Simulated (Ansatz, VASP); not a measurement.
**SnSe in VASP and in Ansatz**

```
Sn Se
1.0
     0.00000    3.01000    3.01000
     3.01000    0.00000    3.01000
     3.01000    3.01000    0.00000
Sn Se
1 1
Direct
  0.00000 0.00000 0.00000
  0.53607 0.49220 0.50487
```

Change from the starting cell: one atom moved.

Alike in both runs: task single point; functional PBE; k mesh 10 × 10 × 10; occupations gaussian, width 0.05 eV; no spin polarisation.

|  | VASP | Ansatz |
| --- | --- | --- |
| version | VASP 6.6.1 | Ansatz 0.2.0 |
| potentials or method | VASP PAW PBE potentials, release 64 (Sn_d, Se), cutoff 520 eV | scalar-relativistic, plane waves, PAW |
| valence electrons in the cell | 20 | 30 |

|  | VASP | Ansatz | Ansatz less VASP |
| --- | --- | --- | --- |
| gap on the k mesh at the Fermi level (eV) | 0.48 | 0.48 | -0.001 |
| least direct gap on the mesh (eV) | 0.54 | 0.54 | -0.003 |
| pressure (GPa) | 1.4 | 1.4 | +0.01 |
| traceless stress, the component that is largest in VASP (GPa) | 0.23 | 0.22 | -0.004 |
| rms of the force components (eV/Å) | 0.032 | 0.029 | -0.0031 |

Atom by atom the forces differ by 0.003 eV/Å (rms over components). The functional is the same, so the differences come from potentials, cutoffs and numerics. VASP's potentials hold 20 valence electrons a cell and Ansatz's 30, so a difference there can come from the potentials and not from the codes.
